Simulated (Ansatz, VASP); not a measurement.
## Two plane-wave programs on CoO

```
CELL_PARAMETERS angstrom
0.00000 2.13150 2.13150
2.13150 0.00000 2.13150
4.26300 4.26300 0.00000
ATOMIC_POSITIONS crystal
Co 0.00000 0.00000 0.00000
Co 0.00000 0.00000 0.50000
O 0.50000 0.50000 0.25000
O 0.50000 0.50000 0.75000
```

Alike in both runs: task single point; functional PBE; k mesh 8 × 8 × 8; occupations gaussian, width 0.05 eV; collinear spin; Hubbard terms Co d U = 1.0 eV.

|  | VASP | Ansatz |
| --- | --- | --- |
| version | VASP 6.6.1 | Ansatz 0.2.0 |
| potentials or method | VASP PAW PBE potentials, release 64 (Co, O), cutoff 520 eV | scalar-relativistic, plane waves, PAW |
| valence electrons in the cell | 30 | 46 |

Ansatz gave:

```
gap on the k mesh at the Fermi level (eV)                     : none
pressure (GPa)                                                : 4.3
net moment per atom (μB)                                      : 1.50
size of the moment on the site where the two differ most (μB) : 2.55
```

What did VASP give for the same quantities?

gap on the k mesh at the Fermi level (eV): none; pressure (GPa): -1.9; net moment per atom (μB): 1.50; size of the moment on the site where the two differ most (μB): 2.65.

Site moments also hang on the region over which each program counts them. The programs project onto different local orbitals, so the same U acts differently, and such runs can settle in different states. A gap of «none» marks a metal or a gap that the smearing closes. VASP's potentials hold 30 valence electrons a cell and Ansatz's 46, so a difference there can come from the potentials and not from the codes. Ansatz's warnings: filled band counts differ across k points, symmetry narrowed by occupation matrices.
